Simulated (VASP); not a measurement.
Input of a VASP 6.6.1 run:

INCAR

```
SYSTEM = BaSr3Ti4O12
PREC = Accurate
ENCUT = 600
EDIFF = 1E-6
ISMEAR = 0
SIGMA = 0.02
LREAL = Auto
LASPH = .TRUE.
NELM = 100
ALGO = Normal
ISIF = 3
LWAVE = .FALSE.
LCHARG = .FALSE.
GGA = PS
IBRION = 2
NSW = 100
EDIFFG = -0.005
```

The input KPOINTS:

```
regular mesh
0
G
  6 6 6
  0 0 0
```

File POSCAR:

```
BaSr3Ti4O12
1.0
   -3.9304600000      3.9304600000      3.9304600000
    3.9304600000     -3.9304600000      3.9304600000
    3.9304600000      3.9304600000     -3.9304600000
Ba Sr Ti O
1 3 4 12
Direct
    0.5000000000      0.5000000000      0.5000000000
    0.0000000000      0.0000000000      0.5000000000
    0.0000000000      0.5000000000      0.0000000000
    0.5000000000      0.0000000000      0.0000000000
    0.0000000000      0.0000000000      0.0000000000
    0.5000000000      0.5000000000      0.0000000000
    0.5000000000      0.0000000000      0.5000000000
    0.0000000000      0.5000000000      0.5000000000
    0.0000000000      0.2500000000      0.2500000000
    0.5000000000      0.7500000000      0.2500000000
    0.5000000000      0.2500000000      0.7500000000
    0.0000000000      0.7500000000      0.7500000000
    0.2500000000      0.0000000000      0.2500000000
    0.7500000000      0.5000000000      0.2500000000
    0.7500000000      0.0000000000      0.7500000000
    0.2500000000      0.5000000000      0.7500000000
    0.2500000000      0.2500000000      0.0000000000
    0.7500000000      0.7500000000      0.0000000000
    0.7500000000      0.2500000000      0.5000000000
    0.2500000000      0.7500000000      0.5000000000
```

Potentials or basis: VASP PAW PBE potentials, release 64 (Ba_sv, Sr_sv, Ti_sv, O).

Command:

```sh
$ cat potpaw_PBE.64/Ba_sv/POTCAR potpaw_PBE.64/Sr_sv/POTCAR potpaw_PBE.64/Ti_sv/POTCAR potpaw_PBE.64/O/POTCAR > POTCAR
$ mpirun -np 1 vasp_std > vasp.out
```

Problem. What does it give for the space group after relaxing (to 0.1 Å)?

Solution. Im-3m (No. 229).

Problem. Estimate the relaxed cell.

Solution. a = 6.785 Å, b = 6.785 Å, c = 6.785 Å, α = 109.47°, β = 109.47°, γ = 109.47°.

The path:
| step | energy change (eV) | largest force (eV/Å) | pressure (GPa) | volume (Å³) |
| --- | --- | --- | --- | --- |
| 1 | 0.0000 | 0.2872 | -1.69 | 242.88 |
| 2 | -0.0356 | 0.1273 | 1.62 | 238.41 |
| 3 | -0.0380 | 0.1594 | 0.96 | 239.30 |
| 4 | -0.0531 | 0.0097 | 0.08 | 240.36 |
| 5 | -0.0531 | 0.0014 | 0.03 | 240.44 |

Caveat: the PAW data sets were made with another functional, which shifts forces and pressure a little.
